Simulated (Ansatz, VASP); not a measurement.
Two plane-wave programs on BeS

```
CELL_PARAMETERS angstrom
0.00000 2.39803 2.39803
2.39803 0.00000 2.39803
2.39803 2.39803 0.00000
ATOMIC_POSITIONS crystal
Be 0.00000 0.00000 0.00000
S 0.25000 0.25000 0.25000
```

Alike in both runs: functional LDA; k mesh 8 × 8 × 8; occupations gaussian, width 0.02 eV; no spin polarisation.

Ansatz relaxed the structure, and its values are those at the end. VASP's run is a single point on that final structure, the one shown.

|  | VASP | Ansatz |
| --- | --- | --- |
| version | VASP 6.6.1 | Ansatz 0.2.0 |
| potentials or method | VASP PAW LDA potentials, release 64 (Be, S), cutoff 600 eV | scalar-relativistic, plane waves, PAW |
| valence electrons in the cell | 8 | 8 |

```tsv
	VASP	Ansatz	Ansatz less VASP
gap on the k mesh at the Fermi level (eV)	2.83	2.83	-0.006
least direct gap on the mesh (eV)	5.53	5.50	-0.025
pressure (GPa)	0.1	0.0	-0.09
```

Ansatz warns that its potentials were made for another functional, while VASP's fit it. LDA's correlation is that of Perdew and Zunger in VASP and of Perdew and Wang (1992) in Ansatz.
